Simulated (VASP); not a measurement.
# SiO (F-43m) in VASP: settings compared, part 2 of 2

VASP 6.6.1.

## Step 4: Relaxation of cell and atoms, PBE0

This run uses another cell than the first one, of 14.41 Å³/atom.

File POSCAR:

```
SiO
1.0
    0.0000000000      2.4336400000      2.4336400000
    2.4336400000      0.0000000000      2.4336400000
    2.4336400000      2.4336400000      0.0000000000
Si O
1 1
Direct
    0.7500000000      0.7500000000      0.7500000000
    0.0000000000      0.0000000000      0.0000000000
```

File INCAR.step1:

```
PREC = Accurate
ENCUT = 600
EDIFF = 1E-5
ISMEAR = -1
SIGMA = 0.05
LREAL = False
LASPH = True
NELM = 80
ALGO = Normal
LWAVE = True
LCHARG = False
GGA = PE
NBANDS = 12
```

File INCAR.step2:

```
PREC = Accurate
ENCUT = 600
EDIFF = 1E-6
ISMEAR = -1
SIGMA = 0.05
LREAL = False
LASPH = True
NELM = 80
ALGO = Normal
ISIF = 3
LWAVE = False
LCHARG = False
GGA = PE
LHFCALC = True
AEXX = 0.25
PRECFOCK = Normal
IBRION = 2
NSW = 60
EDIFFG = -0.01
ISTART = 1
```

File KPOINTS:

```
Automatic mesh
0
Gamma
  5 5 5
```

Potentials or basis: VASP PAW PBE potentials, release 64 (Si, O).

The run is started by

```
$ cat potpaw_PBE.64/Si/POTCAR potpaw_PBE.64/O/POTCAR > POTCAR
$ cp INCAR.step1 INCAR
$ mpirun -np 1 vasp_std > vasp.out
$ cp INCAR.step2 INCAR
$ mpirun -np 1 vasp_std > vasp.out
```

OUTCAR:

```text
PREC = Accurate
   ENCUT = 600
   EDIFF = 1E-6
   ISMEAR = -1
   LREAL = False
   LASPH = True
   NELM = 80
   ISIF = 3
   GGA = PE
   LHFCALC = True
   AEXX = 0.25
   PRECFOCK = Normal
   IBRION = 2
   NSW = 60
   EDIFFG = -0.01
   ISTART = 1

 ion  position               nearest neighbor table
   1  0.750  0.750  0.750-   2 2.11   2 2.11   2 2.11   2 2.11
   2  0.000  0.000  0.000-   1 2.11   1 2.11   1 2.11   1 2.11

  LATTYP: Found a face centered cubic cell.
 ALAT       =     4.8672800000

  Lattice vectors:

 A1 = (   0.0000000000,   2.4336400000,   2.4336400000)
 A2 = (   2.4336400000,   0.0000000000,   2.4336400000)
 A3 = (   2.4336400000,   2.4336400000,   0.0000000000)

Analysis of symmetry for initial positions (statically):
=====================================================================
 Subroutine PRICEL returns:
 Original cell was already a primitive cell.

 Routine SETGRP: Setting up the symmetry group for a
 face centered cubic supercell.

 Subroutine GETGRP returns: Found 24 space group operations
 (whereof 24 operations were pure point group operations)
 out of a pool of 48 trial point group operations.

The static configuration has the point symmetry T_d .

[... 139 lines left out ...]
  volume of cell :       28.83
 maximum number of plane-waves:       974
  NGX = 24; NGY = 24; NGZ = 24

--------------------------------------- Ionic step        1  -------------------------------------------

 number of electron      10.0000002 magnetization

 Free energy of the ion-electron system (eV)
  ---------------------------------------------------
  ext. energy  EPLUGINS =         0.00000000
  ---------------------------------------------------
  free energy    TOTEN  =       -14.40335442 eV

  energy without entropy =      -14.40333762  energy(sigma->0) =      -14.40334602

------------------------ aborting loop because EDIFF is reached ----------------------------------------

  FORCE on cell =-STRESS in cart. coord.  units (eV):
  Direction    XX          YY          ZZ          XY          YZ          ZX
  --------------------------------------------------------------------------------------
  -------------------------------------------------------------------------------------
  Total       -0.1991464     -0.1991464     -0.1991464      0.0000000      0.0000000      0.0000000
  in kB      -11.0683811    -11.0683811    -11.0683811      0.0000000      0.0000000      0.0000000
  external PRESSURE =     -11.0683811 kB  Pullay stress =       0.0000000 kB
[... 61 lines left out ...]
 number of electron      10.0000000 magnetization

 number of electron       9.9999999 magnetization

 Free energy of the ion-electron system (eV)
  ---------------------------------------------------
  ext. energy  EPLUGINS =         0.00000000
  ---------------------------------------------------
  free energy    TOTEN  =       -14.40563270 eV

  energy without entropy =      -14.40561558  energy(sigma->0) =      -14.40562414

 E-fermi :   6.5082     XC(G=0):  -7.9215

 val. band max:        6.0053902496   @ k =  -0.4000   0.4000   0.2000
 cond. band min:       6.9418054037   @ k =   0.4000   0.4000   0.0000
 fundamental gap:      0.9364151541
 Fermi energy:         6.5081500559

 k-point     1 :       0.0000    0.0000    0.0000
  band No.  band energies     occupation
      1     -17.6174      2.00000
      2      -1.0014      2.00000
      3      -0.3449      2.00000
      4      -0.3449      2.00000
      5      -0.3449      2.00000
      6      11.3162      0.00000
      7      11.3162      0.00000
      8      11.3162      0.00000
      9      18.1104      0.00000
[... 135 lines left out ...]
  FREE ENERGIE OF THE ION-ELECTRON SYSTEM (eV)
  ---------------------------------------------------
  free  energy   TOTEN  =       -14.4056326961 eV

  energy  without entropy=      -14.4056155762  energy(sigma->0) =      -14.40562414

 reached required accuracy - stopping structural energy minimisation
```

OUTCAR.step1:

```text
PREC = Accurate
   ENCUT = 600
   EDIFF = 1E-5
   ISMEAR = -1
   LREAL = False
[... 353 lines left out ...]
      3.65046      3.65046      3.65046         0.000000      0.000000     -0.000000
      0.00000      0.00000      0.00000        -0.000000     -0.000000      0.000000
 -----------------------------------------------------------------------------------
    total drift:                                0.000000      0.000000      0.000000

  FREE ENERGIE OF THE ION-ELECTRON SYSTEM (eV)
  ---------------------------------------------------
  free  energy   TOTEN  =       -11.0017662878 eV

  energy  without entropy=      -10.9909249328  energy(sigma->0) =      -10.99634561
```

OSZICAR.step1:

```text
N       E                     dE             d eps       ncg     rms          rms(c)
DAV:   1     0.194538301571E+02    0.19454E+02   -0.47726E+03   240   0.815E+02
DAV:   2    -0.111178638428E+02   -0.30572E+02   -0.29055E+02   316   0.138E+02
DAV:   3    -0.123118583243E+02   -0.11940E+01   -0.11901E+01   304   0.231E+01
DAV:   4    -0.123161098282E+02   -0.42515E-02   -0.42513E-02   268   0.176E+00
DAV:   5    -0.123161341195E+02   -0.24291E-04   -0.24291E-04   292   0.132E-01    0.750E+00
DAV:   6    -0.112320180875E+02    0.10841E+01   -0.15906E+01   268   0.206E+01    0.443E+00
DAV:   7    -0.110107278708E+02    0.22129E+00   -0.15482E+00   272   0.682E+00    0.153E+00
DAV:   8    -0.110034283810E+02    0.72995E-02   -0.10604E-01   272   0.269E+00    0.495E-01
DAV:   9    -0.110017078791E+02    0.17205E-02   -0.55248E-03   280   0.514E-01    0.163E-01
DAV:  10    -0.110017784960E+02   -0.70617E-04   -0.46397E-04   264   0.158E-01    0.464E-02
DAV:  11    -0.110017654216E+02    0.13074E-04   -0.21745E-05   292   0.392E-02    0.794E-03
DAV:  12    -0.110017662878E+02   -0.86619E-06   -0.44145E-06   180   0.139E-02
   1 F= -.11001766E+02 E0= -.10996346E+02  d E =-.108414E-01
```

Run time: 18 min. Hardware: 1 thread of Intel Xeon 8259CL, shared host; peak memory 0.17 GiB.

The run converged, but its numbers aren't listed here, since they failed a check.

Caveat: the k points lie up to 0.45 Å⁻¹ apart in the final cell; the PAW data sets were made with another functional, which shifts forces and pressure a little; an odd mesh through Γ misses points on the zone boundary, where band edges can lie.

## Step 5: Relaxation of cell and atoms, B3LYP

This run uses another cell than the first one, of 14.41 Å³/atom.

POSCAR is that of step 4.

File INCAR.step1:

```
PREC = Accurate
ENCUT = 600
EDIFF = 1E-5
ISMEAR = -1
SIGMA = 0.05
LREAL = F
LASPH = T
NELM = 100
ALGO = Normal
LWAVE = T
LCHARG = F
GGA = PE
NBANDS = 12
```

File INCAR.step2:

```
PREC = Accurate
ENCUT = 600
EDIFF = 1E-6
ISMEAR = -1
SIGMA = 0.05
LREAL = F
LASPH = T
NELM = 100
ALGO = Normal
ISIF = 3
LWAVE = F
LCHARG = F
GGA = B3
LHFCALC = T
AEXX = 0.2
AGGAX = 0.72
AGGAC = 0.81
ALDAC = 0.19
PRECFOCK = Normal
IBRION = 2
NSW = 60
EDIFFG = -0.01
ISTART = 1
```

File KPOINTS:

```
regular mesh
0
Gamma
  5 5 5
```

Potentials or basis: VASP PAW PBE potentials, release 64 (Si, O).

The run is started by

```
$ cat potpaw_PBE.64/Si/POTCAR potpaw_PBE.64/O/POTCAR > POTCAR
$ cp INCAR.step1 INCAR
$ mpirun -np 1 vasp_std > vasp.out
$ cp INCAR.step2 INCAR
$ mpirun -np 1 vasp_std > vasp.out
```

OUTCAR:

```text
PREC = Accurate
   ENCUT = 600
   EDIFF = 1E-6
   ISMEAR = -1
   LREAL = F
   LASPH = T
   NELM = 100
   ISIF = 3
   GGA = B3
   LHFCALC = T
   AEXX = 0.2
   PRECFOCK = Normal
   IBRION = 2
   NSW = 60
   EDIFFG = -0.01
   ISTART = 1

 ion  position               nearest neighbor table
   1  0.750  0.750  0.750-   2 2.11   2 2.11   2 2.11   2 2.11
   2  0.000  0.000  0.000-   1 2.11   1 2.11   1 2.11   1 2.11

  LATTYP: Found a face centered cubic cell.
 ALAT       =     4.8672800000

  Lattice vectors:

 A1 = (   0.0000000000,   2.4336400000,   2.4336400000)
 A2 = (   2.4336400000,   0.0000000000,   2.4336400000)
 A3 = (   2.4336400000,   2.4336400000,   0.0000000000)

Analysis of symmetry for initial positions (statically):
=====================================================================
 Subroutine PRICEL returns:
 Original cell was already a primitive cell.

 Routine SETGRP: Setting up the symmetry group for a
 face centered cubic supercell.

 Subroutine GETGRP returns: Found 24 space group operations
 (whereof 24 operations were pure point group operations)
 out of a pool of 48 trial point group operations.

The static configuration has the point symmetry T_d .

Analysis of symmetry for dynamics (positions and initial velocities):
=====================================================================
 Subroutine PRICEL returns:
 Original cell was already a primitive cell.

 Routine SETGRP: Setting up the symmetry group for a
 face centered cubic supercell.

 Subroutine GETGRP returns: Found 24 space group operations
 (whereof 24 operations were pure point group operations)
 out of a pool of 48 trial point group operations.

The dynamic configuration has the point symmetry T_d .

 Subroutine INISYM returns: Found 24 space group operations
 (whereof 24 operations are pure point group operations),
 and found     1 'primitive' translations

----------------------------------------------------------------------------------------

                                     Primitive cell

  volume of cell :      28.8270

  direct lattice vectors                    reciprocal lattice vectors
     0.000000000  2.433640000  2.433640000    -0.205453559  0.205453559  0.205453559
     2.433640000  0.000000000  2.433640000     0.205453559 -0.205453559  0.205453559
     2.433640000  2.433640000  0.000000000     0.205453559  0.205453559 -0.205453559

  length of vectors
     3.441686694  3.441686694  3.441686694     0.355856003  0.355856003  0.355856003

  position of ions in fractional coordinates (direct lattice)
     0.750000000  0.750000000  0.750000000
     0.000000000  0.000000000  0.000000000

  ion indices of the primitive-cell ions
   primitive index   ion index
                 1           1
                 2           2

----------------------------------------------------------------------------------------

 KPOINTS: regular mesh

Automatic generation of k-mesh.
 Grid dimensions read from file:
 generate k-points for:    5    5    5

 Generating k-lattice:

  Cartesian coordinates                     Fractional coordinates (reciprocal lattice)
[... 29 lines left out ...]
   total plane-waves  NPLWV =  21952
   dimension x,y,z NGX =    28 NGY =   28 NGZ =   28
   dimension x,y,z NGXF=    56 NGYF=   56 NGZF=   56
   ions per type =               1   1
   NGX,Y,Z   is equivalent  to a cutoff of  13.53, 13.53, 13.53 a.u.
   NGXF,Y,Z  is equivalent  to a cutoff of  27.05, 27.05, 27.05 a.u.
 SYSTEM =  unknown system
   PREC   = accura    normal or accurate (medium, high low for compatibility)
   ISTART =      1    job   : 0-new  1-cont  2-samecut
   ICHARG =      0    charge: 1-file 2-atom 10-const
   ISPIN  =      1    spin polarized calculation?
   LNONCOLLINEAR =      F non collinear calculations
   LSORBIT =      F    spin-orbit coupling
   LASPH  =      T    aspherical Exc in radial PAW
   ENCUT  =  600.0 eV  44.10 Ry    6.64 a.u.   6.87  6.87  6.87*2*pi/ulx,y,z
   NELM   =    100;   NELMIN=  2; NELMDL=  0     # of ELM steps
   EDIFF  = 0.1E-05   stopping-criterion for ELM
   LREAL  =      F    real-space projection
   EDIFFG = -.1E-01   stopping-criterion for IOM
   NSW    =     60    number of steps for IOM
   IBRION =      2    ionic relax: 0-MD 1-quasi-New 2-CG
   NFREE  =      1    steps in history (QN), initial steepest desc. (CG)
   ISIF   =      3    stress and relaxation
   ISYM   =      3    0-nonsym 1-usesym 2-fastsym
   POTIM  = 0.5000    time-step for ionic-motion
   TEBEG  =    0.0;   TEEND  =   0.0 temperature during run
   PSTRESS=    0.0 pullay stress
   NELECT =      10.0000    total number of electrons
   NUPDOWN=      -1.0000    fix difference up-down
   EMIN   =  10.00;   EMAX   =-10.00  energy-range for DOS
   EFERMI =   0.00;   METHOD = LEGACY
   ISMEAR =    -1;   SIGMA  =   0.05  broadening in eV -4-tet -1-fermi 0-gaus
   EFERMI_NEDOS =   21; number of points for ismear=-14 and -15
   IALGO  =     38    algorithm
   IMIX   =      1    mixing-type and parameters
     AMIX     =   0.40;   BMIX     =  1.00
     AMIX_MAG =   1.60;   BMIX_MAG =  1.00
  volume/ion in A,a.u.               =      14.41        97.27
  Fermi-wavevector in a.u.,A,eV,Ry     =   1.150293  2.173739 18.002877  1.323174
  Thomas-Fermi vector in A             =   2.286958
   LORBIT       =      0    0 simple, 1 ext, 2 COOP (PROOUT), +10 PAW based schemes
   GGA     = B3    functional components
   LHFCALC =     T    Hartree Fock is set to
   PRECFOCK=normal    Normal, Fast or Accurate (Low or Medium for compatibility)
   ENCUT4O =  -1.0   cutoff for four orbital integrals eV
   NKREDX  =     1    reduce k-point grid by
   NKREDY  =     1    reduce k-point grid by
   NKREDZ  =     1    reduce k-point grid by
   AEXX    =    0.2000 exact exchange contribution
   HFSCREEN=    0.0000 screening length (either q_TF or 0.3 A-1)
   HFSCREENC=   0.0000 screening length for correlation (either q_TF or 0.3 A-1)
   ENCUTFOCK=  -1.0 apply spherical cutoff to Coloumb kernel
   IVDW    =     0    specifies the selected vdW correction
   LEPSILON=     F    determine dielectric tensor
   LRPA    =     F    only Hartree local field effects (RPA)
 conjugate gradient relaxation of ions
 non-spin polarized calculation
  energy-cutoff  :      600.00
  volume of cell :       28.83
 maximum number of plane-waves:       974
  NGX = 24; NGY = 24; NGZ = 24

--------------------------------------- Ionic step        1  -------------------------------------------

 number of electron      10.0000002 magnetization

 Free energy of the ion-electron system (eV)
  ---------------------------------------------------
  ext. energy  EPLUGINS =         0.00000000
  ---------------------------------------------------
  free energy    TOTEN  =       -13.10745310 eV

  energy without entropy =      -13.10738731  energy(sigma->0) =      -13.10742021

------------------------ aborting loop because EDIFF is reached ----------------------------------------

  FORCE on cell =-STRESS in cart. coord.  units (eV):
  Direction    XX          YY          ZZ          XY          YZ          ZX
  --------------------------------------------------------------------------------------
  -------------------------------------------------------------------------------------
  Total        1.0236549      1.0236549      1.0236549      0.0000000      0.0000000      0.0000000
  in kB       56.8938273     56.8938273     56.8938273      0.0000000      0.0000000      0.0000000
  external PRESSURE =      56.8938273 kB  Pullay stress =       0.0000000 kB
[... 23 lines left out ...]
--------------------------------------- Ionic step        2  -------------------------------------------

 number of electron      10.0000001 magnetization

 E-fermi :   5.4118     XC(G=0):  -7.5592

 val. band max:        4.9140407833   @ k =  -0.4000   0.4000   0.2000
 cond. band min:       5.8372518576   @ k =   0.4000   0.4000   0.0000
 fundamental gap:      0.9232110743
 Fermi energy:         5.4118229651

 k-point     1 :       0.0000    0.0000    0.0000
  band No.  band energies     occupation
      1     -16.7350      2.00000
      2      -1.5032      2.00000
      3      -0.1606      2.00000
      4      -0.1606      2.00000
      5      -0.1606      2.00000
      6       9.9659      0.00000
      7       9.9659      0.00000
      8       9.9659      0.00000
      9      16.4080      0.00000
[... 143 lines left out ...]
 number of electron      10.0000000 magnetization

 number of electron       9.9999999 magnetization

 Free energy of the ion-electron system (eV)
  ---------------------------------------------------
  ext. energy  EPLUGINS =         0.00000000
  ---------------------------------------------------
  free energy    TOTEN  =       -13.15357292 eV

  energy without entropy =      -13.15355901  energy(sigma->0) =      -13.15356596

 E-fermi :   5.2178     XC(G=0):  -7.5026

 val. band max:        4.6983348832   @ k =  -0.4000   0.4000   0.2000
 cond. band min:       5.6632485676   @ k =   0.4000   0.4000   0.0000
 fundamental gap:      0.9649136844
 Fermi energy:         5.2177978521

 k-point     1 :       0.0000    0.0000    0.0000
  band No.  band energies     occupation
      1     -16.7553      2.00000
      2      -1.6841      2.00000
      3      -0.2230      2.00000
      4      -0.2230      2.00000
      5      -0.2230      2.00000
      6       9.7503      0.00000
      7       9.7503      0.00000
      8       9.7503      0.00000
      9      16.1040      0.00000
[... 135 lines left out ...]
  FREE ENERGIE OF THE ION-ELECTRON SYSTEM (eV)
  ---------------------------------------------------
  free  energy   TOTEN  =       -13.1535729199 eV

  energy  without entropy=      -13.1535590071  energy(sigma->0) =      -13.15356596

 reached required accuracy - stopping structural energy minimisation
```

OUTCAR.step1:

```text
PREC = Accurate
   ENCUT = 600
   EDIFF = 1E-5
   ISMEAR = -1
   LREAL = F
[... 353 lines left out ...]
      3.65046      3.65046      3.65046         0.000000      0.000000     -0.000000
      0.00000      0.00000      0.00000        -0.000000     -0.000000      0.000000
 -----------------------------------------------------------------------------------
    total drift:                                0.000000      0.000000      0.000000

  FREE ENERGIE OF THE ION-ELECTRON SYSTEM (eV)
  ---------------------------------------------------
  free  energy   TOTEN  =       -11.0017662878 eV

  energy  without entropy=      -10.9909249328  energy(sigma->0) =      -10.99634561
```

Run time: 21 min. Hardware: 1 thread of Intel Xeon 8259CL, shared host; peak memory 0.17 GiB.

Results:

```yaml
Free_energy: -13.1536 eV
Relaxed_volume: 15.75 Å³/atom
Relaxed_cell: a = 3.545 Å, b = 3.545 Å, c = 3.545 Å, α = 60.00°, β = 60.00°, γ = 60.00°
Space_group_after_relaxing_to_0.1_Å: F-43m (No. 216)
Energy_gained_by_relaxing: 23.1 meV/atom
Ionic_steps: 3
Pressure_after_relaxing: 0.0 GPa
Band_gap_on_the_k_mesh: 0.96 eV (least direct gap 1.54 eV)
```

Step by step:
| step | energy change (eV) | largest force (eV/Å) | pressure (GPa) | volume (Å³) |
| --- | --- | --- | --- | --- |
| 1 | 0.0000 | 0.0000 | 5.69 | 28.83 |
| 2 | -0.0448 | 0.0000 | 0.95 | 31.02 |
| 3 | -0.0461 | 0.0000 | -0.05 | 31.51 |

Final structure:
```
Si O
1.0
     0.00000    2.50685    2.50685
     2.50685    0.00000    2.50685
     2.50685    2.50685    0.00000
Si O
1 1
Direct
  0.75000 0.75000 0.75000
  0.00000 0.00000 0.00000
```

Caveat: the k points lie up to 0.43 Å⁻¹ apart in the final cell; the PAW data sets were made with another functional, which shifts forces and pressure a little; an odd mesh through Γ misses points on the zone boundary, where band edges can lie.

## Step 6: The runs side by side

| task | level | cell | k mesh | cutoff (eV) | grid for exact exchange (PRECFOCK) | share of exact exchange | gap on the mesh (eV) | pressure (GPa) | relaxed volume (Å³/atom) |
| --- | --- | --- | --- | --- | --- | --- | --- | --- | --- |
| single point | r2SCAN+D3(BJ) | a = 3.459 Å, angles 60.0°, 2 atoms | 9 × 9 × 9 | 520 | - | - | none | 0.0 | - |
| relaxation of cell and atoms | r2SCAN+D3(BJ) | relaxed from a = 3.442 Å, angles 60.0°, 2 atoms | 9 × 9 × 9 | 600 | - | - | none | 0.0 | 14.62 |
| relaxation of cell and atoms | B3LYP | relaxed from a = 3.442 Å, angles 60.0°, 2 atoms | 5 × 5 × 5 | 600 | Normal | 0.2 | 0.96 | 0.0 | 15.75 |

Alike in all rows: potentials or basis VASP PAW PBE potentials, release 64 (Si, O); no spin polarisation; smearing fermi-dirac 0.05 eV.

Caveats: some runs use coarse meshes; the PAW data sets were made with another functional, which shifts forces and pressure a little; an odd mesh through Γ misses points on the zone boundary, where band edges can lie (at least some runs).

Absolute energies hang on the potentials; compare differences alone.
